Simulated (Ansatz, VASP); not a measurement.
Given: the input of a run of VASP 6.6.1 on Au.

File INCAR:

```
SYSTEM = Au
PREC = Accurate
ENCUT = 600
EDIFF = 1E-7
ISMEAR = -1
SIGMA = 0.05
LREAL = .FALSE.
LASPH = .TRUE.
NELM = 60
ALGO = Fast
ISIF = 3
LWAVE = .FALSE.
LCHARG = .FALSE.
GGA = PS
IBRION = 2
NSW = 60
EDIFFG = -0.01
```

File KPOINTS:

```
regular mesh
0
G
  11 11 6
  0 0 0
```

The input POSCAR:

```
Au
1.0
    1.4113099650     -2.5559330250      0.0000000000
    1.4113099650      2.5559330250      0.0000000000
    0.0000000000      0.0000000000      4.8931696100
Au
2
Direct
    0.3346720300      0.6653279700      0.2500000000
    0.6653279700      0.3346720300      0.7500000000
```

Potentials or basis: VASP PAW PBE potentials, release 64 (Au).

The run is started by

```sh
$ cat potpaw_PBE.64/Au/POTCAR > POTCAR
$ mpirun -np 1 vasp_std > vasp.out
```

Task: Set up the same calculation for Ansatz 0.2.0. Potentials there: Ansatz PAW.

Result: As run (the cutoff follows the program's own potentials):

Contents of input.yaml:

```yaml
crystal:
  lattice:
    - [1.411309965, -2.555933025, 0.0]
    - [1.411309965, 2.555933025, 0.0]
    - [0.0, 0.0, 4.89316961]
  atoms:
    - { symbol: Au, position: [0.33467203, 0.66532797, 0.25] }
    - { symbol: Au, position: [0.66532797, 0.33467203, 0.75] }
hamiltonian:
  xc: pbesol
  pseudopotentials: { kind: paw }
kpoints:
  mp_grid: { grid: [11, 11, 6] }
scf:
  occupations: { method: fermi_dirac, width: 0.05 }
output:
  forces: true
  stress: true
  eigenvalues: true
relax:
  f_tol: 0.01
  max_steps: 40
  cell: { stress_tol: 0.05 }
```

Potentials or basis: Ansatz PAW.

The run is started by

```bash
$ ansatz run input.yaml --threads 2 --pin off --max-ram 5632MiB --backend cpu --events-out ev --progress --plain --runs-dir out
```

Both were run:

|  | VASP | Ansatz | Ansatz less VASP |
| --- | --- | --- | --- |
| gap on the k mesh at the Fermi level, each at its own relaxed structure (eV) | none | none | - |
| relaxed volume (Å³/atom) | 17.01 | 17.02 | +0.017 |
| relaxed length of the cell vector where the two differ most in proportion (Å) | 4.776 | 4.776 | +0.0008 |

VASP's potentials were made for PBE, not for PBEsol. A gap of «none» marks a metal or a gap that the smearing closes. VASP's potentials hold 22 valence electrons a cell and Ansatz's 38, so a difference there can come from the potentials and not from the codes.

Neither program's run includes spin-orbit coupling. Noted on Ansatz's run: the plane-wave basis is chosen anew once the cell has moved, so the energies of steps on either side of that aren't comparable.
